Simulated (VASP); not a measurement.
Ba: single point with LDA

Ba:

```
CELL_PARAMETERS angstrom
-2.38167 2.38167 2.38167
2.38167 -2.38167 2.38167
2.38167 2.38167 -2.38167
ATOMIC_POSITIONS crystal
Ba 0.00000 0.00000 0.00000
```

| Property | Result |
| --- | --- |
| Program | VASP 6.6.1 |
| Task | single point |
| Functional | LDA |
| Potentials or basis | VASP PAW LDA potentials, release 64 (Ba_sv) |
| Cutoff | 520 eV |
| k mesh | 10 × 10 × 10 |
| Occupations | gaussian, width 0.1 eV |
| Spin | no spin polarisation |
| Dipole correction | no |
| Further INCAR settings | ALGO = Normal; EDIFF = 1e-06; NBANDS = 11 |

* Pressure: 0.1 GPa
* Band gap on the k mesh: zero (bands 5 and 6 overlap by 1.22 eV)

Levels at points of the mesh, in eV from the Fermi level:
```tsv
k point	band 1	band 2	band 3	band 4	band 5	band 6	band 7	band 8	band 9	band 10
(0.00, 0.00, 0.00)	-28.56	-13.40	-13.40	-13.40	-2.78	1.95	1.95	1.95	3.63	3.63
(0.50, 0.00, 0.00)	-28.47	-14.16	-13.64	-13.41	-1.00	0.63	1.88	3.64	4.31	6.09
(0.50, 0.50, 0.50)	-28.41	-13.92	-13.92	-13.92	-0.75	-0.75	5.20	5.20	5.20	5.46
```

Wall time 13 s on 1 thread of AMD EPYC 7R13 Processor (Zen 3), on a shared host, peak memory 0.13 GiB.

Caveat: spin-orbit coupling is left out, which moves the levels of the heavy elements.
